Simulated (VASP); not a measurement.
Wanted: the native input for a VASP 6.6.1 run.

```yaml
Task: single point
Functional: RPBE
Potentials_or_basis: VASP PAW PBE potentials, release 64 (Pd)
Cutoff: 520 eV
k_mesh: 12 × 12 × 12
Occupations: fermi-dirac, width 0.1 eV
Spin: no spin polarisation
Dipole_correction: no
Further_INCAR_settings: ALGO = Normal; EDIFF = 1e-07; NBANDS = 11
```

The structure of Pd lies in POSCAR:

```
Pd
1.0
    2.6443812518      0.0000000000      0.0000000000
    0.0000000000      2.6443812518      0.0000000000
    0.0000000000      0.0000000000      2.6443812518
Pd
1
Direct
    0.0000000000      0.0000000000      0.0000000000
```

The input as run:

INCAR

```
PREC = Accurate
ENCUT = 520
EDIFF = 1E-7
ISMEAR = -1
SIGMA = 0.1
LREAL = F
LASPH = T
NELM = 80
ALGO = Normal
ISIF = 2
LWAVE = F
LCHARG = T
GGA = RP
LELF = T
LVHAR = T
NBANDS = 11
```

KPOINTS

```
Automatic mesh
0
Gamma
  12 12 12
```

Potentials or basis: VASP PAW PBE potentials, release 64 (Pd).

Run with:

```console
$ cat potpaw_PBE.64/Pd/POTCAR > POTCAR
$ mpirun -np 1 vasp_std > vasp.out
```

Results of the run:

| Quantity | Value |
| --- | --- |
| Pressure | -0.2 GPa |
| Band gap on the k mesh | zero (band 5 reaches 7.93 eV, above the bottom of band 6 at 6.18 eV) |

Caveat: the PAW data sets were made with another functional, which shifts forces and pressure a little.

It took 11 s on 1 thread of AMD EPYC 7R43 64-Core Processor (Zen 3) (shared host), peak memory 0.1 GiB.
